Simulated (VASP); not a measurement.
Wanted: the native input for a VASP 6.6.1 run.

- Task: single point
- Functional: PBE
- Potentials or basis: VASP PAW PBE potentials, release 64 (Te, F)
- Cutoff: 520 eV
- k mesh: 6 × 6 × 6
- Occupations: gaussian, width 0.1 eV
- Spin: no spin polarisation
- Dipole correction: no
- Further INCAR settings: ALGO = Normal; EDIFF = 1e-07; NBANDS = 14

The structure of TeF lies in POSCAR:

```
TeF
1.0
    3.4576068200      0.0000000000      0.0000000000
    0.0000000000      3.4576068200      0.0000000000
    0.0000000000      0.0000000000      3.4576068200
Te F
1 1
Direct
    0.5000000000      0.5000000000      0.5000000000
    0.0000000000      0.0000000000      0.0000000000
```

The cell was generated, and may not be a known phase.

The input as run:

INCAR

```
ALGO = Normal
EDIFF = 1E-7
ENCUT = 520
GGA = PE
ISIF = 2
ISMEAR = 0
LASPH = True
LCHARG = False
LREAL = False
LWAVE = False
NBANDS = 14
NELM = 100
PREC = Accurate
SIGMA = 0.1
```

KPOINTS

```
k-points
0
Gamma
  6 6 6
```

Potentials or basis: VASP PAW PBE potentials, release 64 (Te, F).

Launch:

```console
$ cat potpaw_PBE.64/Te/POTCAR potpaw_PBE.64/F/POTCAR > POTCAR
$ mpirun -np 1 vasp_std > vasp.out
```

Results of the run:

- Pressure: -9.6 GPa
- Band gap on the k mesh: zero (an odd number of electrons rules out a gap without spin polarisation)

Caveat: the cell stands under tension; spin-orbit coupling is left out, which moves the levels of the heavy elements; an odd number of electrons without spin polarisation forces a metal; a magnetic or distorted state may lie lower.

It took 9.3 s on 1 thread of Intel(R) Xeon(R) Platinum 8488C (Sapphire Rapids) (shared host), peak memory 0.15 GiB.
